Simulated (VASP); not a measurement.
Input of a VASP 6.6.1 run:

INCAR

```
SYSTEM = P
PREC = Accurate
ENCUT = 520
EDIFF = 1E-6
ISMEAR = -1
SIGMA = 0.05
LREAL = .False.
LASPH = .True.
NELM = 60
ALGO = Normal
ISIF = 2
LWAVE = .False.
LCHARG = .True.
GGA = PE
LELF = .True.
LVHAR = .True.
NBANDS = 18
```

The input KPOINTS:

```
regular mesh
0
Gamma
  7 7 5
  0 0 0
```

Contents of POSCAR:

```
P
1.0
    1.5384423696     -5.4320828626      0.0000000000
    1.7570438786      5.4979925876      0.0000000000
    0.0000000000      0.0000000000      4.5436355900
P
4
Direct
    0.9041431300      0.0958568700      0.5888151700
    0.0958568700      0.9041431300      0.4111848300
    0.5958568700      0.4041431300      0.0888151700
    0.4041431300      0.5958568700      0.9111848300
```

Potentials or basis: VASP PAW PBE potentials, release 64 (P).

Command:

```console
$ cat potpaw_PBE.64/P/POTCAR > POTCAR
$ mpirun -np 1 vasp_std > vasp.out
```

Task: What does it give for the pressure?

Result: 1.7 GPa.

Task: What does it give for the band gap on the k mesh?

Result: 0.24 eV (least direct gap 0.28 eV).

Task: Predict the largest force.

Result: 0.334 eV/Å.

Forces in eV/Å, atoms in the order of the input:
```
P   -0.168  0.121 -0.263
P    0.168 -0.121  0.263
P    0.168 -0.121 -0.263
P   -0.168  0.121  0.263
```

Caveat: semilocal functionals underestimate gaps, and a narrow one can read as zero. A k mesh can miss the band edges.
